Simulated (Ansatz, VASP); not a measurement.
**One calculation of LaAl2N3, two programs**

INCAR

```
SYSTEM = LaAl2N3
PREC = Accurate
ENCUT = 600
EDIFF = 1E-6
ISMEAR = 0
SIGMA = 0.1
LREAL = .False.
LASPH = .True.
NELM = 60
ALGO = Normal
ISIF = 3
LWAVE = .False.
LCHARG = .False.
GGA = PE
IBRION = 2
NSW = 100
EDIFFG = -0.01
```

Contents of KPOINTS:

```
Automatic mesh
0
Gamma
  12 12 6
  0 0 0
```

File POSCAR:

```
LaAl2N3
1.0
    3.1585092885      0.0000000000      0.0000000000
   -1.5792546442      2.7353492819      0.0000000000
    0.0000000000      0.0000000000      7.9081983796
La Al N
1 2 3
Direct
    0.0000000000      0.0000000000      0.0000000000
    0.3333333333      0.6666666667      0.6476640310
    0.6666666667      0.3333333333      0.3523359690
    0.0000000000      0.0000000000      0.5000000000
    0.3333333333      0.6666666667      0.2166480152
    0.6666666667      0.3333333333      0.7833519848
```

Input for Ansatz:

```yaml
crystal:
  lattice:
    - [3.1585092885, 0.0, 0.0]
    - [-1.5792546442, 2.7353492819, 0.0]
    - [0.0, 0.0, 7.9081983796]
  atoms:
    - { symbol: La, position: [0.0, 0.0, 0.0] }
    - { symbol: Al, position: [0.3333333333, 0.6666666667, 0.647664031] }
    - { symbol: Al, position: [0.6666666667, 0.3333333333, 0.352335969] }
    - { symbol: "N", position: [0.0, 0.0, 0.5] }
    - { symbol: "N", position: [0.3333333333, 0.6666666667, 0.2166480152] }
    - { symbol: "N", position: [0.6666666667, 0.3333333333, 0.7833519848] }
basis:
  ecutwfc: 420
kpoints:
  mp_grid: { grid: [12, 12, 6] }
hamiltonian:
  xc: pbe
scf:
  occupations: { method: gaussian, width: 0.1 }
output:
  forces: true
  stress: true
  eigenvalues: true
  write_density: true
  write_potential: true
  elf: true
  volumetric_format: npy
relax:
  adjacent_minimum: "off"
  f_tol: 0.01
  max_steps: 80
  cell: { stress_tol: 0.05 }
```

Change from the starting cell: species swapped into the K3BrCl2 type (P-3m1, No. 164).

Alike in both runs: task relaxation of cell and atoms; functional PBE; k mesh 12 × 12 × 6; occupations gaussian, width 0.1 eV; no spin polarisation.

|  | VASP | Ansatz |
| --- | --- | --- |
| version | VASP 6.6.1 | Ansatz 0.2.0 |
| potentials or method | VASP PAW PBE potentials, release 64 (La, Al, N), cutoff 600 eV | scalar-relativistic, plane waves, PAW |
| valence electrons in the cell | 32 | 32 |

```csv
,VASP,Ansatz,Ansatz less VASP
"gap on the k mesh at the Fermi level, each at its own relaxed structure (eV)",none,none,-
relaxed volume (Å³/atom),11.40,11.42,+0.018
relaxed cell length with the largest relative difference (Å),7.895,7.904,+0.0095
```

A gap of «none» marks a metal or a gap that the smearing closes.

Neither program's run includes spin-orbit coupling.
